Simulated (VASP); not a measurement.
A run of VASP 6.6.1 is set up as follows.

The input INCAR:

```
SYSTEM = Si2W
PREC = Accurate
ENCUT = 520
EDIFF = 1E-6
ISMEAR = 0
SIGMA = 0.05
LREAL = .False.
LASPH = .True.
NELM = 100
ALGO = Normal
ISIF = 2
LWAVE = .False.
LCHARG = .False.
GGA = PS
NBANDS = 18
```

Contents of KPOINTS:

```
Automatic mesh
0
Gamma
  10 10 10
  0 0 0
```

File POSCAR:

```
Si2W
1.0
   -1.6017100204      1.6017100204      3.9067292494
    1.6017100204     -1.6017100204      3.9067292494
    1.6017100204      1.6017100204     -3.9067292494
Si W
2 1
Direct
    0.3346633037      0.3346633037      0.0000000000
    0.6653366963      0.6653366963      0.0000000000
    0.0000000000      0.0000000000      0.0000000000
```

Potentials or basis: VASP PAW PBE potentials, release 64 (Si, W_sv).

Launch:

```sh
$ cat potpaw_PBE.64/Si/POTCAR potpaw_PBE.64/W_sv/POTCAR > POTCAR
$ mpirun -np 1 vasp_std > vasp.out
```

Problem. What does it give for the band gap on the k mesh?

Solution. Zero (band 11 reaches 12.73 eV, above the bottom of band 12 at 11.41 eV).

Problem. What does it give for the pressure?

Solution. 0.3 GPa.

Caveat: the PAW data sets were made with another functional, which shifts forces and pressure a little; spin-orbit coupling is left out, which moves the levels of the heavy elements.
